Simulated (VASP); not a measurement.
Crystal: MgO (Periclase).

```xyz
2
Lattice="0.0000 2.1335 2.1022 2.1022 0.0000 2.1022 2.1022 2.1335 0.0000" Properties=species:S:1:pos:R:3 pbc="T T T"
Mg    0.0000    0.0000    0.0000
O     2.1022    2.1335    2.1022
```

This cell differs from its parent crystal: uniaxial y strain +1.5%.

Base run:

| Quantity | Value |
| --- | --- |
| Program | VASP 6.6.1 |
| Functional | r2SCAN |
| Potentials or basis | VASP PAW PBE potentials, release 64 (Mg, O) |
| Cutoff | 520 eV |
| k mesh | 10 × 10 × 10 |
| Occupations | gaussian, width 0.01 eV |
| Spin | no spin polarisation |

Its results: band gap on the k mesh 5.49 eV, direct; pressure -3.4 GPa.

The run is repeated on the same cell with these changes: functional from r2SCAN to PBE; k mesh from 10 × 10 × 10 to 6 × 6 × 6. What comes out?

Band gap on the k mesh 4.61 eV, direct; pressure 2.5 GPa.

Several settings changed at once, so the effect can't be laid on one alone.

Caveats: some runs use coarse meshes; the PAW data sets were made with another functional, which shifts forces and pressure a little (some runs).

